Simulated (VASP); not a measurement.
# AlCo in VASP: further runs

The runs below take AlCo through single point, with PBEsol.

All numbers are computed with VASP 6.6.1; they aren't measurements. Logs are shortened: lines on timing, memory, paths and dates and some standing lists are left out, and cuts for length are marked.

## Step 1: The cell of the first run

The cell holds a slab with vacuum, 8 atoms: a = 2.823 Å, b = 3.992 Å, c = 22.988 Å, α = 90.00°, β = 90.00°, γ = 90.00°.

## Step 2: Single point, PBEsol

INCAR

```
SYSTEM = AlCo
ALGO = Normal
DIPOL = 0.5 0.5 0.500
EDIFF = 1E-6
ENCUT = 520
GGA = PS
IDIPOL = 3
ISIF = 2
ISMEAR = 0
LASPH = .TRUE.
LCHARG = .FALSE.
LDIPOL = .TRUE.
LREAL = .FALSE.
LWAVE = .FALSE.
NBANDS = 34
NELM = 60
PREC = Accurate
SIGMA = 0.1
```

KPOINTS

```
k-points
0
G
  10 7 1
  0 0 0
```

POSCAR

```
AlCo
1.0
    2.8225855369      0.0000000000      0.0000000000
    0.0000000000      3.9917387472      0.0000000000
    0.0000000000      0.0000000000     22.9876081208
Al Co
4 4
Direct
    0.0000000000      0.5000000000      0.3697644381
    0.0000000000      0.0000000000      0.4565881460
    0.0000000000      0.5000000000      0.5433534146
    0.0000000000      0.0000000000      0.6344824940
    0.5000000000      0.0000000000      0.3697644381
    0.5000000000      0.5000000000      0.4565881460
    0.5000000000      0.0000000000      0.5426139576
    0.5000000000      0.5000000000      0.6264118651
```

Potentials or basis: VASP PAW PBE potentials, release 64 (Al, Co).

On the command line:

```console
$ cat potpaw_PBE.64/Al/POTCAR potpaw_PBE.64/Co/POTCAR > POTCAR
$ mpirun -np 1 vasp_std > vasp.out
```

OUTCAR:

```text
SYSTEM = AlCo
   EDIFF = 1E-6
   ENCUT = 520
   GGA = PS
   ISIF = 2
   ISMEAR = 0
   LASPH = .TRUE.
   LREAL = .FALSE.
   NELM = 60
   PREC = Accurate

 ion  position               nearest neighbor table
   1  0.000  0.500  0.370-   6 2.44   6 2.44   5 2.44   5 2.44   5 2.44   5 2.44   2 2.82   2 2.82

   2  0.000  0.000  0.457-   7 2.43   7 2.43   5 2.44   5 2.44   6 2.44   6 2.44   6 2.44   6 2.44
                             3 2.82   3 2.82   1 2.82   1 2.82
   3  0.000  0.500  0.543-   8 2.37   8 2.37   6 2.44   6 2.44   7 2.44   7 2.44   7 2.44   7 2.44
                             2 2.82   2 2.82   4 2.89   4 2.89
   4  0.000  0.000  0.634-   8 2.45   8 2.45   8 2.45   8 2.45   7 2.54   7 2.54   3 2.89   3 2.89

   5  0.500  0.000  0.370-   2 2.44   2 2.44   1 2.44   1 2.44   1 2.44   1 2.44   6 2.82   6 2.82

   6  0.500  0.500  0.457-   3 2.44   3 2.44   1 2.44   1 2.44   2 2.44   2 2.44   2 2.44   2 2.44
                             7 2.81   7 2.81   5 2.82   5 2.82
   7  0.500  0.000  0.543-   2 2.43   2 2.43   3 2.44   3 2.44   3 2.44   3 2.44   4 2.54   4 2.54
                             8 2.77   8 2.77   6 2.81   6 2.81
   8  0.500  0.500  0.626-   3 2.37   3 2.37   4 2.45   4 2.45   4 2.45   4 2.45   7 2.77   7 2.77

  LATTYP: Found a simple orthorhombic cell.
 ALAT       =     2.8225855369
 B/A-ratio  =     1.4142135624
 C/A-ratio  =     8.1441670484

  Lattice vectors:

 A1 = (   2.8225855369,   0.0000000000,   0.0000000000)
 A2 = (   0.0000000000,   3.9917387472,   0.0000000000)
 A3 = (   0.0000000000,   0.0000000000,  22.9876081208)

Analysis of symmetry for initial positions (statically):
=====================================================================
 Subroutine PRICEL returns:
 Original cell was already a primitive cell.

 Routine SETGRP: Setting up the symmetry group for a
 simple orthorhombic supercell.

 Subroutine GETGRP returns: Found  4 space group operations
 (whereof  4 operations were pure point group operations)
 out of a pool of  8 trial point group operations.

The static configuration has the point symmetry C_2v.

Analysis of symmetry for dynamics (positions and initial velocities):
=====================================================================
 Subroutine PRICEL returns:
 Original cell was already a primitive cell.

 Routine SETGRP: Setting up the symmetry group for a
 simple orthorhombic supercell.

 Subroutine GETGRP returns: Found  4 space group operations
 (whereof  4 operations were pure point group operations)
 out of a pool of  8 trial point group operations.

The dynamic configuration has the point symmetry C_2v.

 Subroutine INISYM returns: Found  4 space group operations
 (whereof  4 operations are pure point group operations),
 and found     1 'primitive' translations

----------------------------------------------------------------------------------------

                                     Primitive cell

  volume of cell :     259.0019

  direct lattice vectors                    reciprocal lattice vectors
     2.822585537  0.000000000  0.000000000     0.354285100  0.000000000  0.000000000
     0.000000000  3.991738747  0.000000000     0.000000000  0.250517397  0.000000000
     0.000000000  0.000000000 22.987608121     0.000000000  0.000000000  0.043501699

  length of vectors
     2.822585537  3.991738747 22.987608121     0.354285100  0.250517397  0.043501699

  position of ions in fractional coordinates (direct lattice)
     0.000000000  0.500000000  0.369764438
     0.000000000  0.000000000  0.456588146
     0.000000000  0.500000000  0.543353415
     0.000000000  0.000000000  0.634482494
     0.500000000  0.000000000  0.369764438
     0.500000000  0.500000000  0.456588146
     0.500000000  0.000000000  0.542613958
     0.500000000  0.500000000  0.626411865

  ion indices of the primitive-cell ions
   primitive index   ion index
                 1           1
                 2           2
                 3           3
                 4           4
                 5           5
                 6           6
                 7           7
                 8           8

----------------------------------------------------------------------------------------

 KPOINTS: k-points

Automatic generation of k-mesh.
 Grid dimensions read from file:
 generate k-points for:   10    7    1

 Generating k-lattice:

  Cartesian coordinates                     Fractional coordinates (reciprocal lattice)
     0.035428510  0.000000000  0.000000000     0.100000000  0.000000000  0.000000000
     0.000000000  0.035788200  0.000000000     0.000000000  0.142857143  0.000000000
     0.000000000  0.000000000  0.043501699     0.000000000  0.000000000  1.000000000

  Length of vectors
     0.035428510  0.035788200  0.043501699

  Shift w.r.t. Gamma in fractional coordinates (k-lattice)
     0.000000000  0.000000000  0.000000000

 Subroutine IBZKPT returns following result:
 ===========================================

 Found     24 irreducible k-points:

 Following reciprocal coordinates:
            Coordinates               Weight
  0.000000  0.000000  0.000000      1.000000
  0.100000  0.000000  0.000000      2.000000
  0.200000  0.000000  0.000000      2.000000
  0.300000  0.000000  0.000000      2.000000
  0.400000  0.000000  0.000000      2.000000
  0.500000  0.000000  0.000000      1.000000
[... 16 lines left out ...]
  0.400000  0.428571  0.000000      4.000000
  0.500000  0.428571  0.000000      2.000000
   k-points           NKPTS =     24   k-points in BZ     NKDIM =     24   number of bands    NBANDS=     34
   number of dos      NEDOS =    301   number of ions     NIONS =      8
   total plane-waves  NPLWV = 129600
   dimension x,y,z NGX =    24 NGY =   30 NGZ =  180
   dimension x,y,z NGXF=    48 NGYF=   60 NGZF=  360
   ions per type =               4   4
   NGX,Y,Z   is equivalent  to a cutoff of  14.14, 12.49, 13.02 a.u.
   NGXF,Y,Z  is equivalent  to a cutoff of  28.27, 24.99, 26.04 a.u.
 SYSTEM =  AlCo
   PREC   = accura    normal or accurate (medium, high low for compatibility)
   ISTART =      0    job   : 0-new  1-cont  2-samecut
   ICHARG =      2    charge: 1-file 2-atom 10-const
   ISPIN  =      1    spin polarized calculation?
   LNONCOLLINEAR =      F non collinear calculations
   LSORBIT =      F    spin-orbit coupling
   LASPH  =      T    aspherical Exc in radial PAW
   ENCUT  =  520.0 eV  38.22 Ry    6.18 a.u.   5.25  7.42 42.74*2*pi/ulx,y,z
   NELM   =     60;   NELMIN=  2; NELMDL= -5     # of ELM steps
   EDIFF  = 0.1E-05   stopping-criterion for ELM
   LREAL  =      F    real-space projection
   EDIFFG = 0.1E-04   stopping-criterion for IOM
   NSW    =      0    number of steps for IOM
   IBRION =     -1    ionic relax: 0-MD 1-quasi-New 2-CG
   NFREE  =      0    steps in history (QN), initial steepest desc. (CG)
   ISIF   =      2    stress and relaxation
   ISYM   =      2    0-nonsym 1-usesym 2-fastsym
   POTIM  = 0.5000    time-step for ionic-motion
   TEBEG  =    0.0;   TEEND  =   0.0 temperature during run
   PSTRESS=    0.0 pullay stress
   NELECT =      48.0000    total number of electrons
   NUPDOWN=      -1.0000    fix difference up-down
   EMIN   =  10.00;   EMAX   =-10.00  energy-range for DOS
   EFERMI =   0.00;   METHOD = LEGACY
   ISMEAR =     0;   SIGMA  =   0.10  broadening in eV -4-tet -1-fermi 0-gaus
   EFERMI_NEDOS =   21; number of points for ismear=-14 and -15
   IALGO  =     38    algorithm
   IMIX   =      4    mixing-type and parameters
     AMIX     =   0.40;   BMIX     =  1.00
     AMIX_MAG =   1.60;   BMIX_MAG =  1.00
  volume/ion in A,a.u.               =      32.38       218.48
  Fermi-wavevector in a.u.,A,eV,Ry     =   0.933371  1.763815 11.853139  0.871181
  Thomas-Fermi vector in A             =   2.060065
   LORBIT       =      0    0 simple, 1 ext, 2 COOP (PROOUT), +10 PAW based schemes
   GGA     = PS    functional components
   LHFCALC =     F    Hartree Fock is set to
   AEXX    =    0.0000 exact exchange contribution
   IVDW    =     0    specifies the selected vdW correction
   LEPSILON=     F    determine dielectric tensor
   LRPA    =     F    only Hartree local field effects (RPA)
 non-spin polarized calculation
 Gauss-broadening in eV      SIGMA  =   0.10
  energy-cutoff  :      520.00
  volume of cell :      259.00
 maximum number of plane-waves:      7025
 NGX is ok and might be reduce to    24
   NGX = 11   NGY = 15   NGZ = 85

 dipolmoment           0.000000      0.000000      0.000474 electrons x Angstroem

 number of electron      47.9999970 magnetization

 dipolmoment           0.000000      0.000000     -0.001426 electrons x Angstroem

 Free energy of the ion-electron system (eV)
  ---------------------------------------------------
  ext. energy  EPLUGINS =         0.00000000
  ---------------------------------------------------
  free energy    TOTEN  =       -48.84372283 eV

  energy without entropy =      -48.81240606  energy(sigma->0) =      -48.82806444

 E-fermi :   0.4939     XC(G=0):  -5.2517

 val. band max:        0.4854146203   @ k =   0.5000   0.4286   0.0000
 cond. band min:       0.4966122012   @ k =   0.5000   0.0000   0.0000
 fundamental gap:      0.0111975809
 Fermi energy:         0.4939466237

 k-point     1 :       0.0000    0.0000    0.0000
  band No.  band energies     occupation
      1      -9.9314      2.00000
      2      -8.4720      2.00000
      3      -6.5146      2.00000
      4      -4.7774      2.00000
      5      -2.7047      2.00000
      6      -2.3991      2.00000
[... 26 lines left out ...]
     33       5.3410      0.00000
     34       5.5539      0.00000

 k-point     2 :       0.1000    0.0000    0.0000
  band No.  band energies     occupation
      1      -9.7408      2.00000
      2      -8.2897      2.00000
      3      -6.3490      2.00000
      4      -4.6489      2.00000
      5      -2.5496      2.00000
      6      -2.3359      2.00000
[... 806 lines left out ...]
 k-point    24 :       0.5000    0.4286    0.0000
  band No.  band energies     occupation
      1      -4.8921      2.00000
      2      -4.5031      2.00000
      3      -3.9782      2.00000
      4      -3.8763      2.00000
      5      -3.8557      2.00000
      6      -3.0128      2.00000
[... 26 lines left out ...]
     33       4.8020      0.00000
     34       5.3138      0.00000

------------------------ aborting loop because EDIFF is reached ----------------------------------------

 vacuum level on the upper side and lower side of the slab       (xc-potential included)        -0.169        -0.149

  FORCE on cell =-STRESS in cart. coord.  units (eV):
  Direction    XX          YY          ZZ          XY          YZ          ZX
  --------------------------------------------------------------------------------------
  -------------------------------------------------------------------------------------
  Total       -5.0448217     -3.1360238     -0.0913339      0.0000000      0.0000000      0.0000000
  in kB      -31.2070988    -19.3993387     -0.5649883      0.0000000      0.0000000      0.0000000
  external PRESSURE =     -17.0571419 kB  Pullay stress =       0.0000000 kB

 VOLUME and BASIS-vectors are now :
 -----------------------------------------------------------------------------
  energy-cutoff  :      520.00
  volume of cell :      259.00
      direct lattice vectors                 reciprocal lattice vectors
     2.822585537  0.000000000  0.000000000     0.354285100  0.000000000  0.000000000
     0.000000000  3.991738747  0.000000000     0.000000000  0.250517397  0.000000000
     0.000000000  0.000000000 22.987608121     0.000000000  0.000000000  0.043501699

 POSITION                                       TOTAL-FORCE (eV/Angst)
 -----------------------------------------------------------------------------------
      0.00000      1.99587      8.50000         0.000000      0.000000     -0.595091
      0.00000      0.00000     10.49587         0.000000      0.000000     -0.293828
      0.00000      1.99587     12.49040         0.000000      0.000000     -0.004928
      0.00000      0.00000     14.58523         0.000000      0.000000     -0.010262
      1.41129      0.00000      8.50000         0.000000      0.000000      0.650007
      1.41129      1.99587     10.49587         0.000000      0.000000      0.231235
      1.41129      0.00000     12.47340         0.000000      0.000000      0.007508
      1.41129      1.99587     14.39971         0.000000      0.000000      0.015359
 -----------------------------------------------------------------------------------
    total drift:                                0.000000      0.000000     -0.000510

  FREE ENERGIE OF THE ION-ELECTRON SYSTEM (eV)
  ---------------------------------------------------
  free  energy   TOTEN  =       -48.8437228294 eV

  energy  without entropy=      -48.8124060562  energy(sigma->0) =      -48.82806444

 vacuum level on the upper side and lower side of the slab         5.338         5.357
```

It took 3.5 min on 1 thread of Intel Xeon 6975P-C (Granite Rapids), shared host; peak memory 0.45 GiB.

What came out:

* Free energy: -48.8437 eV
* Largest force: 0.650 eV/Å
* Band gap on the k mesh: zero (band 24 reaches 1.20 eV, above the bottom of band 25 at 0.14 eV)

Forces on the atoms (eV/Å):
```
Al   0.000  0.000 -0.595
Al   0.000  0.000 -0.294
Al   0.000  0.000 -0.005
Al   0.000  0.000 -0.010
Co   0.000  0.000  0.650
Co   0.000  0.000  0.231
Co   0.000  0.000  0.008
Co   0.000  0.000  0.015
```

Caveat: the PAW data sets were made with another functional, which shifts forces and pressure a little.

## Step 3: Single point, PBEsol

INCAR: that of step 2 with these lines changed.

```diff
@@ -1,3 +1,3 @@
 SYSTEM = AlCo
-ALGO = Normal
+ALGO = Fast
 DIPOL = 0.5 0.5 0.500
```

KPOINTS is that of step 2.

POSCAR

```
AlCo
1.0
    2.8225855360      0.0000000000      0.0000000000
    0.0000000000      3.9917387460      0.0000000000
    0.0000000000      0.0000000000     22.9876081190
Al Co
4 4
Direct
    0.0000000000      0.5000000000      0.3697644381
    0.0000000000      0.0000000000      0.4565881460
    0.0000000000      0.5000000000      0.5433534091
    0.0000000000      0.0000000000      0.6344824866
    0.5000000000      0.0000000000      0.3697644381
    0.5000000000      0.5000000000      0.4565881460
    0.5000000000      0.0000000000      0.5426139504
    0.5000000000      0.5000000000      0.6264118576
```

Potentials or basis: VASP PAW PBE potentials, release 64 (Al, Co).

On the command line:

```console
$ cat potpaw_PBE.64/Al/POTCAR potpaw_PBE.64/Co/POTCAR > POTCAR
$ mpirun -np 1 vasp_std > vasp.out
```

Wall time 7.1 min (1 thread of Intel Xeon Platinum 8259CL at 2.50GHz (Skylake/Cascade Lake), shared host); peak memory 0.46 GiB.

Results (log left out):

```yaml
Free_energy: -48.8437 eV
Largest_force: 0.650 eV/Å
Band_gap_on_the_k_mesh: zero (band 24 reaches 1.20 eV, above the bottom of band 25 at 0.14 eV)
```

Forces on the atoms (eV/Å):
```
Al   0.000  0.000 -0.595
Al   0.000  0.000 -0.294
Al   0.000  0.000 -0.005
Al   0.000  0.000 -0.010
Co   0.000  0.000  0.650
Co   0.000  0.000  0.231
Co   0.000  0.000  0.007
Co   0.000  0.000  0.015
```

Levels at points of the mesh, in eV from the Fermi level:
```csv
k point,band 22,band 23,band 24,band 25,band 26,band 27
"(0.00, 0.00, 0.00)",-0.47,-0.44,-0.43,-0.34,-0.28,1.12
"(0.50, 0.00, 0.00)",0.00,0.02,0.52,0.73,1.02,1.58
```

Caveat: the PAW data sets were made with another functional, which shifts forces and pressure a little. Spin polarisation is off, so any magnetic state and its effect on volume and gap are missing.

## Step 4: Single point, PBEsol

INCAR is that of step 3.

KPOINTS is that of step 3.

POSCAR is that of step 3.

On the command line:

```console
$ cat potpaw_PBE.64/Al/POTCAR potpaw_PBE.64/Co/POTCAR > POTCAR
$ mpirun -np 1 vasp_std > vasp.out
```

Run time: 12 min. Hardware: 1 thread of Intel Xeon Platinum 8488C (Sapphire Rapids), shared host; peak memory 0.46 GiB.

Results (log left out):

```
Free energy            : -48.8437 eV
Largest force          : 0.650 eV/Å
Band gap on the k mesh : zero (band 24 reaches 1.20 eV, above the bottom of band 25 at 0.14 eV)
```

Forces in eV/Å, atoms in the order of the input:
```
Al   0.000  0.000 -0.595
Al   0.000  0.000 -0.294
Al   0.000  0.000 -0.005
Al   0.000  0.000 -0.010
Co   0.000  0.000  0.650
Co   0.000  0.000  0.231
Co   0.000  0.000  0.007
Co   0.000  0.000  0.015
```

Levels at points of the mesh, in eV from the Fermi level:
```csv
k point,band 22,band 23,band 24,band 25,band 26,band 27
"(0.00, 0.00, 0.00)",-0.47,-0.44,-0.43,-0.34,-0.28,1.12
"(0.50, 0.00, 0.00)",0.00,0.02,0.52,0.73,1.02,1.58
```

Caveat: the PAW data sets were made with another functional, which shifts forces and pressure a little. Spin polarisation is off, so any magnetic state and its effect on volume and gap are missing.
